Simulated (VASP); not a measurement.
# Ir (Fm-3m) in VASP: a series of runs

Aim: see how the results for Ir move with the level of theory and the settings. Levels: BLYP+D4, r2SCAN, LDA. Tasks: relaxation of cell and atoms, single point.

Everything below comes from runs of VASP 6.6.1. Logs are shortened: lines on timing, memory, paths and dates and some standing lists are left out, and cuts for length are marked.

## (1) The cell of the first run

It takes space group Fm-3m (No. 225, cubic). The conventional cell has a = 3.831 Å, b = 3.831 Å, c = 3.831 Å, α = 90.00°, β = 90.00°, γ = 90.00°. Ir (site symmetry m-3m) has 12 Ir at 2.71 Å within 3.6 Å.

## (2) Relaxation of cell and atoms, BLYP+D4

INCAR

```
  AGGAC = 1.0
  AGGAX = 1.0
  ALDAC = 0.0
  ALDAX = 1.0
  ALGO = Normal
  EDIFF = 1E-7
  EDIFFG = -0.01
  ENCUT = 500
  GGA = B5
  GGA_COMPAT = F
  IBRION = 2
  ISIF = 3
  ISMEAR = -1
  IVDW = 13
  LASPH = T
  LCHARG = F
  LREAL = F
  LWAVE = F
  NELM = 120
  NELMIN = 4
  NSW = 60
  PREC = Accurate
  SIGMA = 0.05
  VDW_A1 = 0.44488865
  VDW_A2 = 4.0933009
  VDW_S6 = 1.0
  VDW_S8 = 2.34076671
```

KPOINTS

```
k-points
0
Gamma
  12 12 12
```

POSCAR

```
Ir
1.0
    0.0000000000      1.9156000000      1.9156000000
    1.9156000000      0.0000000000      1.9156000000
    1.9156000000      1.9156000000      0.0000000000
Ir
1
Direct
    0.0000000000      0.0000000000      0.0000000000
```

Potentials or basis: VASP PAW PBE potentials, release 64 (Ir_sv_GW).

On the command line:

```
$ cat potpaw_PBE.64/Ir_sv_GW/POTCAR > POTCAR
$ mpirun -np 1 vasp_std > vasp.out
```

OUTCAR:

```text
EDIFF = 1E-7
   EDIFFG = -0.01
   ENCUT = 500
   GGA = B5
   IBRION = 2
   ISIF = 3
   ISMEAR = -1
   IVDW = 13
   LASPH = T
   LREAL = F
   NELM = 120
   NELMIN = 4
   NSW = 60
   PREC = Accurate

 ion  position               nearest neighbor table
   1  0.000  0.000  0.000-

  LATTYP: Found a face centered cubic cell.
 ALAT       =     3.8312000000

  Lattice vectors:

 A1 = (   0.0000000000,   1.9156000000,   1.9156000000)
 A2 = (   1.9156000000,   0.0000000000,   1.9156000000)
 A3 = (   1.9156000000,   1.9156000000,   0.0000000000)

Analysis of symmetry for initial positions (statically):
[... 5 lines left out ...]
 face centered cubic supercell.

 Subroutine GETGRP returns: Found 48 space group operations
 (whereof 48 operations were pure point group operations)
 out of a pool of 48 trial point group operations.

The static configuration has the point symmetry O_h .

Analysis of symmetry for dynamics (positions and initial velocities):
[... 5 lines left out ...]
 face centered cubic supercell.

 Subroutine GETGRP returns: Found 48 space group operations
 (whereof 48 operations were pure point group operations)
 out of a pool of 48 trial point group operations.

The dynamic configuration has the point symmetry O_h .

 Subroutine INISYM returns: Found 48 space group operations
 (whereof 48 operations are pure point group operations),
 and found     1 'primitive' translations

----------------------------------------------------------------------------------------

                                     Primitive cell

  volume of cell :      14.0587

  direct lattice vectors                    reciprocal lattice vectors
     0.000000000  1.915600000  1.915600000    -0.261014826  0.261014826  0.261014826
     1.915600000  0.000000000  1.915600000     0.261014826 -0.261014826  0.261014826
     1.915600000  1.915600000  0.000000000     0.261014826  0.261014826 -0.261014826

  length of vectors
     2.709067500  2.709067500  2.709067500     0.452090940  0.452090940  0.452090940

  position of ions in fractional coordinates (direct lattice)
     0.000000000  0.000000000  0.000000000

  ion indices of the primitive-cell ions
   primitive index   ion index
                 1           1

----------------------------------------------------------------------------------------

 KPOINTS: k-points

Automatic generation of k-mesh.
 Grid dimensions read from file:
 generate k-points for:   12   12   12

 Generating k-lattice:

  Cartesian coordinates                     Fractional coordinates (reciprocal lattice)
    -0.021751235  0.021751235  0.021751235     0.083333333  0.000000000  0.000000000
     0.021751235 -0.021751235  0.021751235     0.000000000  0.083333333  0.000000000
     0.021751235  0.021751235 -0.021751235     0.000000000  0.000000000  0.083333333

  Length of vectors
     0.037674245  0.037674245  0.037674245

  Shift w.r.t. Gamma in fractional coordinates (k-lattice)
     0.000000000  0.000000000  0.000000000

 Subroutine IBZKPT returns following result:
 ===========================================

 Found     72 irreducible k-points:

 Following reciprocal coordinates:
            Coordinates               Weight
  0.000000  0.000000  0.000000      1.000000
  0.083333  0.000000  0.000000      8.000000
  0.166667  0.000000  0.000000      8.000000
  0.250000  0.000000  0.000000      8.000000
  0.333333  0.000000  0.000000      8.000000
  0.416667  0.000000  0.000000      8.000000
[... 16 lines left out ...]
  0.500000  0.166667  0.000000     24.000000
 -0.416667  0.166667  0.000000     24.000000
 [... further k-points ...]
   k-points           NKPTS =     72   k-points in BZ     NKDIM =     72   number of bands    NBANDS=     12
   number of dos      NEDOS =    301   number of ions     NIONS =      1
   total plane-waves  NPLWV =   8000
   dimension x,y,z NGX =    20 NGY =   20 NGZ =   20
   dimension x,y,z NGXF=    40 NGYF=   40 NGZF=   40
   ions per type =               1
   NGX,Y,Z   is equivalent  to a cutoff of  12.27, 12.27, 12.27 a.u.
   NGXF,Y,Z  is equivalent  to a cutoff of  24.55, 24.55, 24.55 a.u.
 SYSTEM =  unknown system
   PREC   = accura    normal or accurate (medium, high low for compatibility)
   ISTART =      0    job   : 0-new  1-cont  2-samecut
   ICHARG =      2    charge: 1-file 2-atom 10-const
   ISPIN  =      1    spin polarized calculation?
   LNONCOLLINEAR =      F non collinear calculations
   LSORBIT =      F    spin-orbit coupling
   LASPH  =      T    aspherical Exc in radial PAW
   ENCUT  =  500.0 eV  36.75 Ry    6.06 a.u.   4.94  4.94  4.94*2*pi/ulx,y,z
   NELM   =    120;   NELMIN=  4; NELMDL= -5     # of ELM steps
   EDIFF  = 0.1E-06   stopping-criterion for ELM
   LREAL  =      F    real-space projection
   EDIFFG = -.1E-01   stopping-criterion for IOM
   NSW    =     60    number of steps for IOM
   IBRION =      2    ionic relax: 0-MD 1-quasi-New 2-CG
   NFREE  =      1    steps in history (QN), initial steepest desc. (CG)
   ISIF   =      3    stress and relaxation
   ISYM   =      2    0-nonsym 1-usesym 2-fastsym
   POTIM  = 0.5000    time-step for ionic-motion
   TEBEG  =    0.0;   TEEND  =   0.0 temperature during run
   PSTRESS=    0.0 pullay stress
   NELECT =      17.0000    total number of electrons
   NUPDOWN=      -1.0000    fix difference up-down
   EMIN   =  10.00;   EMAX   =-10.00  energy-range for DOS
[... 5 lines left out ...]
     AMIX     =   0.40;   BMIX     =  1.00
     AMIX_MAG =   1.60;   BMIX_MAG =  1.00
  volume/ion in A,a.u.               =      14.06        94.87
  Fermi-wavevector in a.u.,A,eV,Ry     =   1.744120  3.295909 41.388295  3.041954
  Thomas-Fermi vector in A             =   2.816061
   LORBIT       =      0    0 simple, 1 ext, 2 COOP (PROOUT), +10 PAW based schemes
   GGA     = B5    functional components
   LHFCALC =     F    Hartree Fock is set to
   AEXX    =    0.0000 exact exchange contribution
   IVDW    =    13    specifies the selected vdW correction
   LEPSILON=     F    determine dielectric tensor
   LRPA    =     F    only Hartree local field effects (RPA)
 conjugate gradient relaxation of ions
 non-spin polarized calculation
  energy-cutoff  :      500.00
  volume of cell :       14.06
 maximum number of plane-waves:       368
   NGX =  9   NGY =  9   NGZ =  9

--------------------------------------- Ionic step        1  -------------------------------------------

 number of electron      17.0000000 magnetization

 Free energy of the ion-electron system (eV)
  ---------------------------------------------------
  ext. energy  EPLUGINS =         0.00000000
  ---------------------------------------------------
  free energy    TOTEN  =        -7.97449446 eV

  energy without entropy =       -7.96988144  energy(sigma->0) =       -7.97218795

------------------------ aborting loop because EDIFF is reached ----------------------------------------

  DFT-D4 for vdW energy calculation

  Edisp (eV):   -1.80806

  FORCE on cell =-STRESS in cart. coord.  units (eV):
  Direction    XX          YY          ZZ          XY          YZ          ZX
  --------------------------------------------------------------------------------------
  -------------------------------------------------------------------------------------
  Total       0.64674     0.64674     0.64674    -0.00000    -0.00000     0.00000
  in kB      73.70494    73.70494    73.70494    -0.00000    -0.00000     0.00000
  external pressure =       73.70 kB  Pullay stress =        0.00 kB
[... 98 lines left out ...]
  energy  without entropy=       -9.7838992530  energy(sigma->0) =       -9.78630585

--------------------------------------- Ionic step        4  -------------------------------------------

 number of electron      17.0000000 magnetization

 Free energy of the ion-electron system (eV)
  ---------------------------------------------------
  ext. energy  EPLUGINS =         0.00000000
  ---------------------------------------------------
  free energy    TOTEN  =        -8.01424017 eV

  energy without entropy =       -8.00943368  energy(sigma->0) =       -8.01183693

 E-fermi :  13.2366     XC(G=0): -13.7662

 val. band max:       13.2172085670   @ k =  -0.3333   0.3333   0.0000
 cond. band min:      13.2414123335   @ k =  -0.2500   0.0833   0.0000
 fundamental gap:      0.0242037664
 Fermi energy:        13.2365557676

 k-point     1 :       0.0000    0.0000    0.0000
  band No.  band energies     occupation
      1     -79.1562      2.00000
      2     -35.9034      2.00000
      3     -35.9034      2.00000
      4     -35.9034      2.00000
      5       2.4820      2.00000
      6       9.4073      2.00000
      7       9.4073      2.00000
      8       9.4073      2.00000
      9      12.0163      2.00000
     10      12.0163      2.00000
     11      27.1956      0.00000
     12      32.5188      0.00000
[... 331 lines left out ...]
 k-point    24 :      -0.4167    0.1667    0.0000
  band No.  band energies     occupation
      1     -79.0876      2.00000
      2     -36.6009      2.00000
      3     -36.1527      2.00000
      4     -36.0416      2.00000
      5       6.2861      2.00000
      6       8.6074      2.00000
      7      10.1150      2.00000
      8      10.4546      2.00000
      9      13.6467      0.00055
     10      17.0940      0.00000
     11      20.4245      0.00000
     12      28.4087      0.00000

 [... further k-points ...]

------------------------ aborting loop because EDIFF is reached ----------------------------------------

  DFT-D4 for vdW energy calculation

  Edisp (eV):   -1.77448

  FORCE on cell =-STRESS in cart. coord.  units (eV):
  Direction    XX          YY          ZZ          XY          YZ          ZX
  --------------------------------------------------------------------------------------
  -------------------------------------------------------------------------------------
  Total      -0.00024    -0.00024    -0.00024    -0.00000     0.00000    -0.00000
  in kB      -0.02678    -0.02678    -0.02678    -0.00000     0.00000    -0.00000
  external pressure =       -0.03 kB  Pullay stress =        0.00 kB
[... 16 lines left out ...]
  FREE ENERGIE OF THE ION-ELECTRON SYSTEM (eV)
  ---------------------------------------------------
  free  energy   TOTEN  =        -9.7887196946 eV

  energy  without entropy=       -9.7839132084  energy(sigma->0) =       -9.78631645

 reached required accuracy - stopping structural energy minimisation
```

It used 140 s of CPU time on 1 thread of AMD EPYC 7R13 Processor (Zen 3), with other jobs on the host.

Results:

| Property | Result |
| --- | --- |
| Free energy | -9.7887 eV |
| Relaxed volume | 14.33 Å³/atom |
| Relaxed cell | a = 2.726 Å, b = 2.726 Å, c = 2.726 Å, α = 60.00°, β = 60.00°, γ = 60.00° |
| Space group after relaxing (to 0.05 Å) | Fm-3m (No. 225) |
| Energy gained by relaxing | 6.2 meV/atom |
| Ionic steps | 4 |
| Pressure after relaxing | 0.0 GPa |
| Dispersion energy per atom | -1.774 eV |

Step by step:
| step | energy change (eV) | largest force (eV/Å) | pressure (GPa) | volume (Å³) |
| --- | --- | --- | --- | --- |
| 1 | 0.0000 | 0.0000 | 7.37 | 14.06 |
| 2 | 0.0743 | 0.0000 | -21.98 | 15.42 |
| 3 | -0.0062 | 0.0000 | -0.25 | 14.34 |
| 4 | -0.0062 | 0.0000 | 0.00 | 14.33 |

Final structure:
```
CELL_PARAMETERS angstrom
0.00000 1.92789 1.92789
1.92789 0.00000 1.92789
1.92789 1.92789 0.00000
ATOMIC_POSITIONS crystal
Ir 0.00000 0.00000 0.00000
```

Caveat: the PAW data sets were made with another functional, which shifts forces and pressure a little; spin-orbit coupling is left out, which moves the levels of the heavy elements; pairwise dispersion overbinds metals, which lowers pressure and volume.

## (3) Single point, r2SCAN

This run uses another cell than the first one, of 14.62 Å³/atom, 1.040 times its volume.

POSCAR

```
Ir
1.0
    0.0000000000      1.9408081540      1.9408081540
    1.9408081540      0.0000000000      1.9408081540
    1.9408081540      1.9408081540      0.0000000000
Ir
1
Direct
    0.0000000000      0.0000000000      0.0000000000
```

INCAR.step1

```
SYSTEM = Ir
PREC     = Accurate       ! precision mode
ENCUT    = 550            ! plane-wave cutoff, eV
ISMEAR   = -1             ! smearing method
SIGMA    = 0.05           ! smearing width, eV
LREAL    = .False.        ! projectors in reciprocal space
LASPH    = .True.         ! aspherical terms in the spheres
NELM     = 120            ! most SCF steps
NBANDS   = 14             ! bands
GGA      = PE             ! functional
ALGO     = Normal         ! electronic algorithm
EDIFF    = 1E-5           ! SCF threshold, eV
LWAVE    = .True.         ! write WAVECAR
LCHARG   = .False.        ! write CHGCAR
GGA_COMPAT= .False.
```

INCAR.step2

```
SYSTEM = Ir
PREC     = Accurate       ! precision mode
ENCUT    = 550            ! plane-wave cutoff, eV
EDIFF    = 1E-6           ! SCF threshold, eV
ISMEAR   = -1             ! smearing method
SIGMA    = 0.05           ! smearing width, eV
LREAL    = .False.        ! projectors in reciprocal space
LASPH    = .True.         ! aspherical terms in the spheres
NELM     = 120            ! most SCF steps
ALGO     = Normal         ! electronic algorithm
ISIF     = 2              ! what is computed and relaxed
LWAVE    = .False.        ! write WAVECAR
LCHARG   = .False.        ! write CHGCAR
METAGGA  = R2SCAN         ! meta-GGA
LMIXTAU  = .True.       
NBANDS   = 14             ! bands
ISTART   = 1            
GGA_COMPAT= .False.
```

KPOINTS

```
Automatic mesh
0
Gamma
  12 12 12
  0 0 0
```

Potentials or basis: VASP PAW PBE potentials, release 64 (Ir_sv_GW).

On the command line:

```
$ cat potpaw_PBE.64/Ir_sv_GW/POTCAR > POTCAR
$ cp INCAR.step1 INCAR
$ mpirun -np 1 vasp_std > vasp.out
$ cp INCAR.step2 INCAR
$ mpirun -np 1 vasp_std > vasp.out
```

It took 27 s on 1 thread of Intel Xeon 6975P-C (Granite Rapids), shared host; peak memory 0.16 GiB.

Results (log left out):

```
Free energy : -52.9082 eV
Pressure    : -12.7 GPa
```

Levels at points of the mesh, in eV from the Fermi level:
| k point | band 6 | band 7 | band 8 | band 9 | band 10 | band 11 |
| --- | --- | --- | --- | --- | --- | --- |
| (0.00, 0.00, 0.00) | -3.82 | -3.82 | -3.82 | -1.25 | -1.25 | 14.35 |
| (0.50, 0.00, 0.00) | -3.96 | -3.96 | -0.63 | 0.86 | 0.86 | 7.34 |
| (0.50, 0.50, 0.00) | -7.27 | 0.77 | 1.46 | 1.46 | 1.74 | 10.65 |

Caveat: the PAW data sets were made with another functional, which shifts forces and pressure a little; spin-orbit coupling is left out, which moves the levels of the heavy elements.

## (4) Single point, r2SCAN

This run uses another cell than the first one, of 13.50 Å³/atom, 0.960 times its volume.

POSCAR

```
Ir
1.0
    0.0000000000      1.8897103398      1.8897103398
    1.8897103398      0.0000000000      1.8897103398
    1.8897103398      1.8897103398      0.0000000000
Ir
1
Direct
    0.0000000000      0.0000000000      0.0000000000
```

INCAR.step1

```
PREC     = Accurate       # precision mode
ENCUT    = 550            # plane-wave cutoff, eV
ISMEAR   = -1             # smearing method
SIGMA    = 0.05           # smearing width, eV
LREAL    = F              # projectors in reciprocal space
LASPH    = T              # aspherical terms in the spheres
NELM     = 120            # most SCF steps
NBANDS   = 14             # bands
GGA      = PE             # functional
ALGO     = Normal         # electronic algorithm
EDIFF    = 1E-5           # SCF threshold, eV
LWAVE    = T              # write WAVECAR
LCHARG   = F              # write CHGCAR
GGA_COMPAT= F
```

INCAR.step2

```
PREC     = Accurate       # precision mode
ENCUT    = 550            # plane-wave cutoff, eV
EDIFF    = 1E-6           # SCF threshold, eV
ISMEAR   = -1             # smearing method
SIGMA    = 0.05           # smearing width, eV
LREAL    = F              # projectors in reciprocal space
LASPH    = T              # aspherical terms in the spheres
NELM     = 120            # most SCF steps
ALGO     = Normal         # electronic algorithm
ISIF     = 2              # what is computed and relaxed
LWAVE    = F              # write WAVECAR
LCHARG   = T              # write CHGCAR
METAGGA  = R2SCAN         # meta-GGA
LMIXTAU  = T            
LELF     = T              # ELF
LVHAR    = T            
NBANDS   = 14             # bands
ISTART   = 1            
GGA_COMPAT= F
```

KPOINTS

```
regular mesh
0
Gamma
  12 12 12
```

On the command line:

```
$ cat potpaw_PBE.64/Ir_sv_GW/POTCAR > POTCAR
$ cp INCAR.step1 INCAR
$ mpirun -np 1 vasp_std > vasp.out
$ cp INCAR.step2 INCAR
$ mpirun -np 1 vasp_std > vasp.out
```

It took 82 s on 1 thread of Intel Xeon Platinum 8259CL at 2.50GHz (Skylake/Cascade Lake), shared host; peak memory 0.14 GiB.

It converged, with:

```yaml
Free_energy: -52.8806 eV
Pressure: 19.2 GPa
```

Levels at points of the mesh, in eV from the Fermi level:
| k point | band 6 | band 7 | band 8 | band 9 | band 10 | band 11 |
| --- | --- | --- | --- | --- | --- | --- |
| (0.00, 0.00, 0.00) | -4.34 | -4.34 | -4.34 | -1.41 | -1.41 | 14.07 |
| (0.50, 0.00, 0.00) | -4.50 | -4.50 | -0.85 | 0.99 | 0.99 | 8.19 |
| (0.50, 0.50, 0.00) | -8.20 | 0.89 | 1.68 | 1.68 | 1.74 | 11.79 |

Caveat: the PAW data sets were made with another functional, which shifts forces and pressure a little; spin-orbit coupling is left out, which moves the levels of the heavy elements.

## (5) Single point, LDA

This run uses another cell than the first one, of 14.62 Å³/atom, 1.040 times its volume.

INCAR

```
SYSTEM = Ir
PREC     = Accurate       ! precision mode
ENCUT    = 500            ! plane-wave cutoff, eV
EDIFF    = 1E-6           ! SCF threshold, eV
ISMEAR   = -1             ! smearing method
SIGMA    = 0.05           ! smearing width, eV
LREAL    = .FALSE.        ! projectors in reciprocal space
LASPH    = .TRUE.         ! aspherical terms in the spheres
NELM     = 120            ! most SCF steps
ALGO     = Normal         ! electronic algorithm
ISIF     = 2              ! what is computed and relaxed
LWAVE    = .FALSE.        ! write WAVECAR
LCHARG   = .FALSE.        ! write CHGCAR
NBANDS   = 14             ! bands
GGA_COMPAT= .FALSE.
```

KPOINTS

```
Automatic mesh
0
G
  12 12 12
  0 0 0
```

POSCAR

```
Ir
1.0
    0.0000000000      1.9408081540      1.9408081540
    1.9408081540      0.0000000000      1.9408081540
    1.9408081540      1.9408081540      0.0000000000
Ir
1
Direct
    0.0000000000      0.0000000000      0.0000000000
```

Potentials or basis: VASP PAW LDA potentials, release 64 (Ir_sv_GW).

On the command line:

```
$ cat potpaw_LDA.64/Ir_sv_GW/POTCAR > POTCAR
$ mpirun -np 1 vasp_std > vasp.out
```

It took 9.9 s on 1 thread of Intel Xeon Platinum 8259CL at 2.50GHz (Skylake/Cascade Lake), shared host; peak memory 0.13 GiB.

Results (log left out):

```
Free energy : -10.8769 eV
Pressure    : -21.6 GPa
```

Levels at points of the mesh, in eV from the Fermi level:
| k point | band 4 | band 5 | band 6 | band 7 | band 8 | band 9 | band 10 | band 11 | band 12 | band 13 |
| --- | --- | --- | --- | --- | --- | --- | --- | --- | --- | --- |
| (0.00, 0.00, 0.00) | -49.17 | -10.76 | -3.74 | -3.74 | -3.74 | -1.16 | -1.16 | 13.72 | 19.01 | 19.01 |
| (0.50, 0.00, 0.00) | -49.27 | -7.79 | -3.83 | -3.83 | -0.65 | 0.82 | 0.82 | 6.93 | 13.37 | 18.83 |
| (0.50, 0.50, 0.00) | -49.43 | -7.56 | -7.03 | 0.81 | 1.36 | 1.36 | 1.71 | 10.07 | 11.32 | 11.32 |

Caveat: spin-orbit coupling is left out, which moves the levels of the heavy elements.

## (6) Summary

```csv
task,level,potentials or basis,cell,cutoff (eV),gap on the mesh (eV),pressure (GPa)
relaxation of cell and atoms,BLYP+D4,"VASP PAW PBE potentials, release 64 (Ir_sv_GW)","relaxed from a = 2.709 Å, angles 60.0°, 1 atom",500,none,0.0
single point,r2SCAN,"VASP PAW PBE potentials, release 64 (Ir_sv_GW)","a = 2.745 Å, angles 60.0°, 1 atom",550,none,-12.7
single point,r2SCAN,"VASP PAW PBE potentials, release 64 (Ir_sv_GW)","a = 2.672 Å, angles 60.0°, 1 atom",550,none,19.2
single point,LDA,"VASP PAW LDA potentials, release 64 (Ir_sv_GW)","a = 2.745 Å, angles 60.0°, 1 atom",500,none,-21.6
```

Alike in all rows: no spin polarisation; k mesh 12 × 12 × 12; smearing fermi-dirac 0.05 eV.

Caveats: spin-orbit coupling is left out, which moves the levels of the heavy elements; the PAW data sets were made with another functional, which shifts forces and pressure a little (some runs); pairwise dispersion overbinds metals, which lowers pressure and volume (some runs).

Absolute energies hang on the potentials; compare differences alone.
